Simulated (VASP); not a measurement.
# Cs (P4/mmm) in VASP: notebook

Cs is run at these levels: PBE; tasks: single point, relaxation of cell and atoms.

Everything below comes from runs of VASP 6.6.1. Logs are shortened: lines on timing, memory, paths and dates and some standing lists are left out, and cuts for length are marked.

### 1 The cell of the first run

The structure is tetragonal, space group P4/mmm (No. 123). The conventional cell has a = 5.854 Å, b = 5.854 Å, c = 3.899 Å, α = 90.00°, β = 90.00°, γ = 90.00°. Within 5.1 Å of Cs (site symmetry 4/mmm) lie 2 Cs at 3.90 Å.

The cell was generated, and may not be a known phase.

### 2 Single point, PBE

File INCAR:

```
  PREC = Accurate
  ENCUT = 520
  EDIFF = 1E-6
  ISMEAR = 0
  SIGMA = 0.1
  LREAL = F
  LASPH = T
  NELM = 100
  ALGO = Normal
  ISIF = 2
  LWAVE = F
  LCHARG = F
  GGA = PE
  NBANDS = 10
```

File KPOINTS:

```
Automatic mesh
0
Gamma
  4 4 4
```

File POSCAR:

```
Cs
1.0
    5.8540928500      0.0000000000      0.0000000000
    0.0000000000      5.8540928500      0.0000000000
    0.0000000000      0.0000000000      3.8988771300
Cs
1
Direct
    0.5000000000      0.5000000000      0.5000000000
```

Potentials or basis: VASP PAW PBE potentials, release 64 (Cs_sv).

Started as:

```
$ cat potpaw_PBE.64/Cs_sv/POTCAR > POTCAR
$ mpirun -np 1 vasp_std > vasp.out
```

OUTCAR:

```text
PREC = Accurate
   ENCUT = 520
   EDIFF = 1E-6
   ISMEAR = 0
   LREAL = F
   LASPH = T
   NELM = 100
   ISIF = 2
   GGA = PE

 ion  position               nearest neighbor table
   1  0.500  0.500  0.500-

  LATTYP: Found a simple tetragonal cell.
 ALAT       =     5.8540928500
 C/A-ratio  =     0.6660087617

  Lattice vectors:

 A1 = (   5.8540928500,   0.0000000000,   0.0000000000)
 A2 = (   0.0000000000,   5.8540928500,   0.0000000000)
 A3 = (   0.0000000000,   0.0000000000,   3.8988771300)

Analysis of symmetry for initial positions (statically):
=====================================================================
 Subroutine PRICEL returns:
 Original cell was already a primitive cell.

 Routine SETGRP: Setting up the symmetry group for a
 simple tetragonal supercell.

 Subroutine GETGRP returns: Found 16 space group operations
 (whereof 16 operations were pure point group operations)
 out of a pool of 16 trial point group operations.

The static configuration has the point symmetry D_4h.

Analysis of symmetry for dynamics (positions and initial velocities):
=====================================================================
 Subroutine PRICEL returns:
 Original cell was already a primitive cell.

 Routine SETGRP: Setting up the symmetry group for a
 simple tetragonal supercell.

 Subroutine GETGRP returns: Found 16 space group operations
 (whereof 16 operations were pure point group operations)
 out of a pool of 16 trial point group operations.

The dynamic configuration has the point symmetry D_4h.

 Subroutine INISYM returns: Found 16 space group operations
 (whereof 16 operations are pure point group operations),
 and found     1 'primitive' translations

----------------------------------------------------------------------------------------

                                     Primitive cell

  volume of cell :     133.6161

  direct lattice vectors                    reciprocal lattice vectors
     5.854092850  0.000000000  0.000000000     0.170820659  0.000000000  0.000000000
     0.000000000  5.854092850  0.000000000     0.000000000  0.170820659  0.000000000
     0.000000000  0.000000000  3.898877130     0.000000000  0.000000000  0.256484102

  length of vectors
     5.854092850  5.854092850  3.898877130     0.170820659  0.170820659  0.256484102

  position of ions in fractional coordinates (direct lattice)
     0.500000000  0.500000000  0.500000000

  ion indices of the primitive-cell ions
   primitive index   ion index
                 1           1

----------------------------------------------------------------------------------------

 KPOINTS: Automatic mesh

Automatic generation of k-mesh.
 Grid dimensions read from file:
 generate k-points for:    4    4    4

 Generating k-lattice:

  Cartesian coordinates                     Fractional coordinates (reciprocal lattice)
     0.042705165  0.000000000  0.000000000     0.250000000  0.000000000  0.000000000
     0.000000000  0.042705165  0.000000000     0.000000000  0.250000000  0.000000000
     0.000000000  0.000000000  0.064121026     0.000000000  0.000000000  0.250000000

  Length of vectors
     0.042705165  0.042705165  0.064121026

  Shift w.r.t. Gamma in fractional coordinates (k-lattice)
     0.000000000  0.000000000  0.000000000

 Subroutine IBZKPT returns following result:
 ===========================================

 Found     18 irreducible k-points:

 Following reciprocal coordinates:
            Coordinates               Weight
  0.000000  0.000000  0.000000      1.000000
  0.250000  0.000000  0.000000      4.000000
  0.500000  0.000000  0.000000      2.000000
  0.250000  0.250000  0.000000      4.000000
  0.500000  0.250000  0.000000      4.000000
  0.500000  0.500000  0.000000      1.000000
[... 10 lines left out ...]
  0.500000  0.250000  0.500000      4.000000
  0.500000  0.500000  0.500000      1.000000
   k-points           NKPTS =     18   k-points in BZ     NKDIM =     18   number of bands    NBANDS=     10
   number of dos      NEDOS =    301   number of ions     NIONS =      1
   total plane-waves  NPLWV =  69120
   dimension x,y,z NGX =    48 NGY =   48 NGZ =   30
   dimension x,y,z NGXF=    96 NGYF=   96 NGZF=   60
   ions per type =               1
   NGX,Y,Z   is equivalent  to a cutoff of  13.63, 13.63, 12.79 a.u.
   NGXF,Y,Z  is equivalent  to a cutoff of  27.26, 27.26, 25.58 a.u.
 SYSTEM =  unknown system
   PREC   = accura    normal or accurate (medium, high low for compatibility)
   ISTART =      0    job   : 0-new  1-cont  2-samecut
   ICHARG =      2    charge: 1-file 2-atom 10-const
   ISPIN  =      1    spin polarized calculation?
   LNONCOLLINEAR =      F non collinear calculations
   LSORBIT =      F    spin-orbit coupling
   LASPH  =      T    aspherical Exc in radial PAW
   ENCUT  =  520.0 eV  38.22 Ry    6.18 a.u.  10.88 10.88  7.25*2*pi/ulx,y,z
   NELM   =    100;   NELMIN=  2; NELMDL= -5     # of ELM steps
   EDIFF  = 0.1E-05   stopping-criterion for ELM
   LREAL  =      F    real-space projection
   EDIFFG = 0.1E-04   stopping-criterion for IOM
   NSW    =      0    number of steps for IOM
   IBRION =     -1    ionic relax: 0-MD 1-quasi-New 2-CG
   NFREE  =      0    steps in history (QN), initial steepest desc. (CG)
   ISIF   =      2    stress and relaxation
   ISYM   =      2    0-nonsym 1-usesym 2-fastsym
   POTIM  = 0.5000    time-step for ionic-motion
   TEBEG  =    0.0;   TEEND  =   0.0 temperature during run
   PSTRESS=    0.0 pullay stress
   NELECT =       9.0000    total number of electrons
   NUPDOWN=      -1.0000    fix difference up-down
   EMIN   =  10.00;   EMAX   =-10.00  energy-range for DOS
   EFERMI =   0.00;   METHOD = LEGACY
   ISMEAR =     0;   SIGMA  =   0.10  broadening in eV -4-tet -1-fermi 0-gaus
   EFERMI_NEDOS =   21; number of points for ismear=-14 and -15
   IALGO  =     38    algorithm
   IMIX   =      4    mixing-type and parameters
     AMIX     =   0.40;   BMIX     =  1.00
     AMIX_MAG =   1.60;   BMIX_MAG =  1.00
  volume/ion in A,a.u.               =     133.62       901.69
  Fermi-wavevector in a.u.,A,eV,Ry     =   0.666095  1.258737  6.036665  0.443682
  Thomas-Fermi vector in A             =   1.740291
   LORBIT       =      0    0 simple, 1 ext, 2 COOP (PROOUT), +10 PAW based schemes
   GGA     = PE    functional components
   LHFCALC =     F    Hartree Fock is set to
   AEXX    =    0.0000 exact exchange contribution
   IVDW    =     0    specifies the selected vdW correction
   LEPSILON=     F    determine dielectric tensor
   LRPA    =     F    only Hartree local field effects (RPA)
 non-spin polarized calculation
 Gauss-broadening in eV      SIGMA  =   0.10
  energy-cutoff  :      520.00
  volume of cell :      133.62
 maximum number of plane-waves:      3632
 NGX is ok and might be reduce to    48
   NGX = 21   NGY = 21   NGZ = 15

 number of electron       8.9999999 magnetization

 Free energy of the ion-electron system (eV)
  ---------------------------------------------------
  ext. energy  EPLUGINS =         0.00000000
  ---------------------------------------------------
  free energy    TOTEN  =        -0.51972624 eV

  energy without entropy =       -0.51591552  energy(sigma->0) =       -0.51782088

 E-fermi :   0.1046     XC(G=0):  -4.9844

 val. band max:        0.0225796658   @ k =   0.2500   0.2500   0.2500
 cond. band min:       0.2903428355   @ k =   0.5000   0.0000   0.0000
 fundamental gap:      0.2677631697
 Fermi energy:         0.1045675072

 k-point     1 :       0.0000    0.0000    0.0000
  band No.  band energies     occupation
      1     -24.2384      2.00000
      2     -10.9969      2.00000
      3     -10.9969      2.00000
      4     -10.4913      2.00000
      5      -1.3529      2.00000
      6       1.0281      0.00000
      7       1.1055      0.00000
      8       3.0595      0.00000
      9       3.6345      0.00000
     10       3.6345      0.00000

 k-point     2 :       0.2500    0.0000    0.0000
  band No.  band energies     occupation
      1     -24.2380      2.00000
      2     -11.0152      2.00000
      3     -10.9954      2.00000
      4     -10.4907      2.00000
      5      -1.0244      2.00000
      6       0.8620      0.00000
      7       1.1634      0.00000
      8       2.4377      0.00000
      9       3.0738      0.00000
     10       4.4941      0.00000

 k-point     3 :       0.5000    0.0000    0.0000
  band No.  band energies     occupation
      1     -24.2377      2.00000
      2     -11.0334      2.00000
      3     -10.9939      2.00000
      4     -10.4901      2.00000
      5      -0.4433      2.00000
      6       0.2903      0.00861
      7       1.2387      0.00000
      8       2.1342      0.00000
      9       3.3000      0.00000
     10       4.2982      0.00000

 k-point     4 :       0.2500    0.2500    0.0000
  band No.  band energies     occupation
      1     -24.2377      2.00000
      2     -11.0138      2.00000
      3     -11.0133      2.00000
      4     -10.4901      2.00000
      5      -0.6947      2.00000
      6       0.9291      0.00000
      7       1.1133      0.00000
      8       1.7711      0.00000
      9       3.7773      0.00000
     10       3.8269      0.00000

 k-point     5 :       0.5000    0.2500    0.0000
  band No.  band energies     occupation
      1     -24.2373      2.00000
      2     -11.0315      2.00000
      3     -11.0119      2.00000
      4     -10.4895      2.00000
      5      -0.0731      1.98800
      6       0.3664      0.00021
      7       1.2679      0.00000
      8       1.6594      0.00000
      9       3.3054      0.00000
     10       4.1550      0.00000

 k-point     6 :       0.5000    0.5000    0.0000
  band No.  band energies     occupation
      1     -24.2370      2.00000
      2     -11.0296      2.00000
      3     -11.0296      2.00000
      4     -10.4889      2.00000
      5       0.4507      0.00000
      6       0.4775      0.00000
      7       1.2808      0.00000
      8       1.2808      0.00000
      9       3.0139      0.00000
     10       3.5943      0.00000
[... 105 lines left out ...]
 k-point    15 :       0.5000    0.0000    0.5000
  band No.  band energies     occupation
      1     -24.1142      2.00000
      2     -11.6861      2.00000
      3     -10.8606      2.00000
      4     -10.8313      2.00000
      5       0.5107      0.00000
      6       1.6850      0.00000
      7       1.8988      0.00000
      8       2.7465      0.00000
      9       2.8078      0.00000
     10       3.3884      0.00000

 k-point    16 :       0.2500    0.2500    0.5000
  band No.  band energies     occupation
      1     -24.1142      2.00000
      2     -11.6862      2.00000
      3     -10.8460      2.00000
      4     -10.8457      2.00000
      5       0.8220      0.00000
      6       1.0980      0.00000
      7       1.7694      0.00000
      8       2.8875      0.00000
      9       3.1457      0.00000
     10       3.1803      0.00000

 k-point    17 :       0.5000    0.2500    0.5000
  band No.  band energies     occupation
      1     -24.1139      2.00000
      2     -11.6841      2.00000
      3     -10.8593      2.00000
      4     -10.8447      2.00000
      5       0.6257      0.00000
      6       1.0876      0.00000
      7       2.4528      0.00000
      8       2.4917      0.00000
      9       3.6817      0.00000
     10       3.7692      0.00000

 k-point    18 :       0.5000    0.5000    0.5000
  band No.  band energies     occupation
      1     -24.1136      2.00000
      2     -11.6821      2.00000
      3     -10.8580      2.00000
      4     -10.8580      2.00000
      5       0.7633      0.00000
      6       0.7633      0.00000
      7       2.2884      0.00000
      8       3.5196      0.00000
      9       3.8771      0.00000
     10       3.8771      0.00000

------------------------ aborting loop because EDIFF is reached ----------------------------------------

  FORCE on cell =-STRESS in cart. coord.  units (eV):
  Direction    XX          YY          ZZ          XY          YZ          ZX
  --------------------------------------------------------------------------------------
  -------------------------------------------------------------------------------------
  Total       -0.4268447     -0.4268447      1.8138064      0.0000000      0.0000000     -0.0000000
  in kB       -5.1182520     -5.1182520     21.7491729      0.0000000      0.0000000     -0.0000000
  external PRESSURE =       3.8375563 kB  Pullay stress =       0.0000000 kB

 VOLUME and BASIS-vectors are now :
 -----------------------------------------------------------------------------
  energy-cutoff  :      520.00
  volume of cell :      133.62
      direct lattice vectors                 reciprocal lattice vectors
     5.854092850  0.000000000  0.000000000     0.170820659  0.000000000  0.000000000
     0.000000000  5.854092850  0.000000000     0.000000000  0.170820659  0.000000000
     0.000000000  0.000000000  3.898877130     0.000000000  0.000000000  0.256484102

 POSITION                                       TOTAL-FORCE (eV/Angst)
 -----------------------------------------------------------------------------------
      2.92705      2.92705      1.94944         0.000000      0.000000      0.000000
 -----------------------------------------------------------------------------------
    total drift:                                0.000000     -0.000000     -0.000000

  FREE ENERGIE OF THE ION-ELECTRON SYSTEM (eV)
  ---------------------------------------------------
  free  energy   TOTEN  =        -0.5197262434 eV

  energy  without entropy=       -0.5159155177  energy(sigma->0) =       -0.51782088
```

Wall time 10 s (1 thread of Intel Xeon 6975P-C (Granite Rapids), shared host); peak memory 0.23 GiB.

What came out:

| Quantity | Value |
| --- | --- |
| Free energy | -0.5197 eV |
| Pressure | 0.4 GPa |
| Band gap on the k mesh | zero (an odd number of electrons rules out a gap without spin polarisation) |

Stress tensor (GPa, compression positive):
```
-0.51  0.00  0.00
 0.00 -0.51  0.00
 0.00  0.00  2.17
```

Caveat: the k points lie up to 0.40 Å⁻¹ apart, too coarse for converged energies and pressures of a metal; spin-orbit coupling is left out, which moves the levels of the heavy elements.

### 3 Relaxation of cell and atoms, PBE

File INCAR:

```
PREC = Accurate
ENCUT = 600
EDIFF = 1E-6
ISMEAR = 0
SIGMA = 0.1
LREAL = F
LASPH = T
NELM = 80
ALGO = Fast
ISIF = 3
LWAVE = F
LCHARG = F
GGA = PE
IBRION = 2
NSW = 90
EDIFFG = -0.04
```

File KPOINTS:

```
regular mesh
0
Gamma
  4 4 4
```

POSCAR is that of step 2.

Potentials or basis: VASP PAW PBE potentials, release 64 (Cs_sv).

Started as:

```
$ cat potpaw_PBE.64/Cs_sv/POTCAR > POTCAR
$ mpirun -np 1 vasp_std > vasp.out
```

OUTCAR:

```text
PREC = Accurate
   ENCUT = 600
   EDIFF = 1E-6
   ISMEAR = 0
   LREAL = F
   LASPH = T
   NELM = 80
   ISIF = 3
   GGA = PE
   IBRION = 2
   NSW = 90
   EDIFFG = -0.04

 ion  position               nearest neighbor table
   1  0.500  0.500  0.500-

  LATTYP: Found a simple tetragonal cell.
 ALAT       =     5.8540928500
 C/A-ratio  =     0.6660087617

  Lattice vectors:

 A1 = (   5.8540928500,   0.0000000000,   0.0000000000)
 A2 = (   0.0000000000,   5.8540928500,   0.0000000000)
 A3 = (   0.0000000000,   0.0000000000,   3.8988771300)

Analysis of symmetry for initial positions (statically):
=====================================================================
 Subroutine PRICEL returns:
 Original cell was already a primitive cell.

 Routine SETGRP: Setting up the symmetry group for a
 simple tetragonal supercell.

 Subroutine GETGRP returns: Found 16 space group operations
 (whereof 16 operations were pure point group operations)
 out of a pool of 16 trial point group operations.

The static configuration has the point symmetry D_4h.

Analysis of symmetry for dynamics (positions and initial velocities):
=====================================================================
 Subroutine PRICEL returns:
 Original cell was already a primitive cell.

[... 183 lines left out ...]

 number of electron       9.0000000 magnetization

 E-fermi :  -0.0135     XC(G=0):  -4.8997

 val. band max:       -0.0926974527   @ k =   0.5000   0.2500   0.0000
 cond. band min:       0.2442762514   @ k =   0.5000   0.0000   0.0000
 fundamental gap:      0.3369737041
 Fermi energy:        -0.0135329972

 k-point     1 :       0.0000    0.0000    0.0000
  band No.  band energies     occupation
      1     -24.1696      2.00000
      2     -10.9390      2.00000
      3     -10.9390      2.00000
      4     -10.6890      2.00000
      5      -1.4286      2.00000
      6       1.1244      0.00000
      7       1.2146      0.00000
      8       3.2675      0.00000
[... 248 lines left out ...]
  FREE ENERGIE OF THE ION-ELECTRON SYSTEM (eV)
  ---------------------------------------------------
  free  energy   TOTEN  =        -0.7320077708 eV

  energy  without entropy=       -0.7289849617  energy(sigma->0) =       -0.73049637

[... ionic steps 4 to 7 ...]

--------------------------------------- Ionic step        8  -------------------------------------------

 number of electron       8.9999998 magnetization

------------------------ aborting loop because EDIFF is reached ----------------------------------------
[... 65 lines left out ...]
--------------------------------------- Ionic step       10  -------------------------------------------

 number of electron       8.9999998 magnetization

 Free energy of the ion-electron system (eV)
  ---------------------------------------------------
  ext. energy  EPLUGINS =         0.00000000
  ---------------------------------------------------
  free energy    TOTEN  =        -0.76773540 eV

  energy without entropy =       -0.76019987  energy(sigma->0) =       -0.76396763

 E-fermi :   0.4588     XC(G=0):  -5.1096

 val. band max:        0.0065139377   @ k =   0.5000   0.0000   0.0000
 cond. band min:       0.5309608653   @ k =   0.2500   0.0000   0.5000
 fundamental gap:      0.5244469276
 Fermi energy:         0.4587544787

 k-point     1 :       0.0000    0.0000    0.0000
  band No.  band energies     occupation
      1     -23.8440      2.00000
      2     -10.5814      2.00000
      3     -10.5802      2.00000
      4     -10.5802      2.00000
      5      -1.3570      2.00000
      6       1.5632      0.00000
      7       1.5652      0.00000
      8       4.3922      0.00000
[... 213 lines left out ...]
  FREE ENERGIE OF THE ION-ELECTRON SYSTEM (eV)
  ---------------------------------------------------
  free  energy   TOTEN  =        -0.7677354003 eV

  energy  without entropy=       -0.7601998664  energy(sigma->0) =       -0.76396763

 reached required accuracy - stopping structural energy minimisation
```

Run time: 93 s. Hardware: 1 thread of Intel Xeon 6975P-C (Granite Rapids), shared host; peak memory 0.26 GiB.

Results:

| Property | Result |
| --- | --- |
| Free energy | -0.7677 eV |
| Relaxed volume | 129.14 Å³/atom |
| Relaxed cell | a = 5.052 Å, b = 5.052 Å, c = 5.060 Å, α = 90.00°, β = 90.00°, γ = 90.00° |
| Space group after relaxing (to 0.1 Å) | Pm-3m (No. 221) |
| Energy gained by relaxing | 248.0 meV/atom |
| Ionic steps | 10 |
| Pressure after relaxing | 0.0 GPa |
| Band gap on the k mesh | zero (an odd number of electrons rules out a gap without spin polarisation) |

Step by step:
```tsv
step	energy change (eV)	largest force (eV/Å)	pressure (GPa)	volume (Å³)
1	0.0000	0.0000	0.39	133.62
2	-0.1319	0.0000	0.12	139.47
3	-0.2123	0.0000	-0.09	146.02
4	-0.2260	0.0000	-0.14	148.71
5	-0.2302	0.0000	-0.20	153.13
6	-0.2319	0.0000	-0.19	151.63
7	-0.2307	0.0000	-0.18	150.21
8	-0.2318	0.0000	-0.20	150.99
9	-0.2385	0.0000	-0.16	145.31
10	-0.2480	0.0000	-0.02	129.14
```

Final structure:
```yaml
crystal:
  lattice:
    - [5.05188, 0.00000, 0.00000]
    - [0.00000, 5.05188, 0.00000]
    - [0.00000, 0.00000, 5.06007]
  atoms:
    - { symbol: Cs, position: [0.50000, 0.50000, 0.50000] }
```

Caveat: the k points lie up to 0.31 Å⁻¹ apart in the final cell, too coarse for converged energies and pressures of a metal; a cell axis changed by over 15 % at a fixed basis, so the end point is rough; spin-orbit coupling is left out, which moves the levels of the heavy elements.

The gap in the log of VASP goes by the Fermi energy; the results here count the filled bands.